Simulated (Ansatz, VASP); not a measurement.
## SnTe in VASP and in Ansatz

INCAR

```
SYSTEM = SnTe
PREC     = Accurate       ! precision mode
ENCUT    = 520            ! plane-wave cutoff, eV
EDIFF    = 1E-7           ! SCF threshold, eV
ISMEAR   = -1             ! smearing method
SIGMA    = 0.05           ! smearing width, eV
LREAL    = .FALSE.        ! projectors in reciprocal space
LASPH    = .TRUE.         ! aspherical terms in the spheres
NELM     = 60             ! most SCF steps
ALGO     = Normal         ! electronic algorithm
ISIF     = 2              ! what is computed and relaxed
LWAVE    = .FALSE.        ! write WAVECAR
LCHARG   = .FALSE.        ! write CHGCAR
GGA      = PS             ! functional
NBANDS   = 17             ! bands
```

KPOINTS

```
regular mesh
0
G
  7 7 7
  0 0 0
```

The input POSCAR:

```
SnTe
1.0
    3.9305596940      0.0000000000      0.0000000000
    0.0000000000      3.9305596940      0.0000000000
    0.0000000000      0.0000000000      3.9305596940
Te Sn
1 1
Direct
    0.5000000000      0.5000000000      0.5000000000
    0.0000000000      0.0000000000      0.0000000000
```

input.yaml

```yaml
crystal:
  lattice:
    - [3.930559694, 0.0, 0.0]
    - [0.0, 3.930559694, 0.0]
    - [0.0, 0.0, 3.930559694]
  atoms:
    - { symbol: Te, position: [0.5, 0.5, 0.5] }
    - { symbol: Sn, position: [0.0, 0.0, 0.0] }
kpoints:
  mp_grid: { grid: [7, 7, 7] }
scf:
  occupations: { method: fermi_dirac, width: 0.05 }
hamiltonian:
  xc: pbesol
  pseudopotentials: { kind: all_electron, lapw: { basis_error: 0.001 } }
output:
  forces: true
  stress: true
  eigenvalues: true
```

Change from the starting cell: volume scaled by 1.02.

Alike in both runs: task single point; functional PBEsol; k mesh 7 × 7 × 7; occupations fermi-dirac, width 0.05 eV; no spin polarisation.

|  | VASP | Ansatz |
| --- | --- | --- |
| version | VASP 6.6.1 | Ansatz 0.2.0 |
| potentials or method | VASP PAW PBE potentials, release 64 (Te, Sn_d), cutoff 520 eV | all-electron LAPW, scalar-relativistic |

```csv
,VASP,Ansatz,Ansatz less VASP
gap on the k mesh at the Fermi level (eV),none,none,-
pressure (GPa),-4.3,-4.3,+0.03
```

VASP's potentials were made for PBE, not for PBEsol. A gap of «none» marks a metal or a gap that the smearing closes. Ansatz ran all-electron here, and VASP with PAW potentials.

Spin-orbit coupling is off throughout.
